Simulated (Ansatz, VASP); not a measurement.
**Ti, level by level in two programs**

```
Ti
1.0
     0.00000    2.03000    2.03000
     2.03000    0.00000    2.03000
     2.03000    2.03000    0.00000
Ti
1
Direct
  0.00000 0.00000 0.00000
```

Single points on this cell with VASP 6.6.1 and Ansatz 0.2.0. Each row is one pair of runs. Alike in all rows: spin: off.

| level | k mesh | smearing | VASP's potentials, cutoff | Ansatz's potentials, cutoff | gap on the k mesh at the Fermi level (eV), VASP | gap on the k mesh at the Fermi level (eV), Ansatz | pressure (GPa), VASP | pressure (GPa), Ansatz |
| --- | --- | --- | --- | --- | --- | --- | --- | --- |
| b88 exchange, pbe correlation | 11 × 11 × 11 | fermi-dirac, width 0.15 eV | VASP PAW PBE potentials, release 64 (Ti_sv), 500 eV | Ansatz PAW earlier set, 740 eV | ? | none | ? | 4.6 |
| B3LYP+D4 | 7 × 7 × 7 | fermi-dirac, width 0.1 eV | VASP PAW PBE potentials, release 64 (Ti_sv), 400 eV | Ansatz NC, 1155 eV | none | none | 1.6 | 3.0 |
| PBE | 11 × 11 × 11 | gaussian, width 0.027 eV | VASP PAW PBE potentials, release 64 (Ti_sv), 520 eV | Ansatz PAW, 420 eV | none | none | 3.5 | 3.8 |
| PBE | 11 × 11 × 11 | gaussian, width 0.028 eV | VASP PAW PBE potentials, release 64 (Ti_sv), 520 eV | Ansatz PAW, 420 eV | none | none | 3.5 | 3.8 |

Problem. Fill in what VASP gave in row 1.

Solution. gap on the k mesh at the Fermi level (eV): none; pressure (GPa): 4.3.

A gap of «none» marks a metal or a gap that the smearing closes.

The k mesh is coarse in some rows, so the values compare programs but aren't converged. Noted on Ansatz's runs: the potentials were made for another functional, which shifts forces and pressure.
